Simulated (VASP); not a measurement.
**Ge5H2: single point with LDA**

The system is Ge5H2, a slab with vacuum.

```
Ge H
1.0
     7.95046    0.00000    0.00000
     0.00000    7.95046    0.00000
     0.00000    0.00000   19.37826
Ge H
20 8
Direct
  0.50000 0.50000 0.25319
  0.50000 0.00000 0.25319
  0.00000 0.50000 0.25319
  0.00000 0.00000 0.25319
  0.75000 0.50000 0.32572
  0.75000 0.00000 0.32572
  0.25000 0.50000 0.32572
  0.25000 0.00000 0.32572
  0.74870 0.74864 0.40131
  0.74870 0.25136 0.40131
  0.25190 0.74860 0.39688
  0.25190 0.25140 0.39688
  0.00444 0.74169 0.47332
  0.00444 0.25831 0.47332
  0.49732 0.72445 0.47482
  0.49732 0.27555 0.47482
  0.09333 0.00000 0.52964
  0.10635 0.50000 0.54078
  0.39215 0.00000 0.50566
  0.43481 0.50000 0.56190
  0.50906 0.65429 0.20560
  0.50906 0.34571 0.20560
  0.50906 0.15429 0.20560
  0.50906 0.84571 0.20560
  0.99094 0.34571 0.20560
  0.99094 0.65429 0.20560
  0.99094 0.84571 0.20560
  0.99094 0.15429 0.20560
```

| Item | Value |
| --- | --- |
| Program | VASP 6.6.1 |
| Task | single point |
| Functional | LDA |
| Potentials or basis | VASP PAW LDA potentials, release 64 (Ge_d, H) |
| Cutoff | 520 eV |
| k mesh | 3 × 3 × 1 |
| Occupations | gaussian, width 0.05 eV |
| Spin | no spin polarisation |

```json
{
 "Largest force": "0.745 eV/Å",
 "Band gap on the k mesh": "zero (bands 144 and 145 overlap by 0.04 eV)"
}
```

Forces on the atoms (eV/Å):
```
Ge   0.020  0.000  0.303
Ge   0.076  0.000  0.299
Ge  -0.052  0.000  0.282
Ge  -0.044  0.000  0.271
Ge   0.077  0.000  0.174
Ge   0.010  0.000  0.368
Ge   0.027  0.000 -0.745
Ge  -0.102  0.000 -0.430
Ge   0.001  0.015 -0.018
Ge   0.001 -0.015 -0.018
Ge   0.013  0.019  0.018
Ge   0.013 -0.019  0.018
Ge  -0.013  0.001  0.008
Ge  -0.013 -0.001  0.008
Ge  -0.007 -0.006  0.002
Ge  -0.007  0.006  0.002
Ge  -0.006  0.000 -0.073
Ge  -0.004  0.000 -0.452
Ge   0.025  0.000  0.009
Ge   0.006  0.000 -0.005
H   -0.026  0.004 -0.014
H   -0.026 -0.004 -0.014
H   -0.046  0.014  0.004
H   -0.046 -0.014  0.004
H    0.037  0.001 -0.018
H    0.037 -0.001 -0.018
H    0.025 -0.012  0.016
H    0.025  0.012  0.016
```

Levels at points of the mesh, in eV from the Fermi level:
| k point | band 142 | band 143 | band 144 | band 145 | band 146 | band 147 |
| --- | --- | --- | --- | --- | --- | --- |
| (0.00, 0.00, 0.00) | -0.38 | -0.33 | -0.19 | -0.06 | 0.66 | 0.91 |

It took 17 min on 1 thread of Intel(R) Xeon(R) 6975P-C (Granite Rapids) (shared host), peak memory 1 GiB.
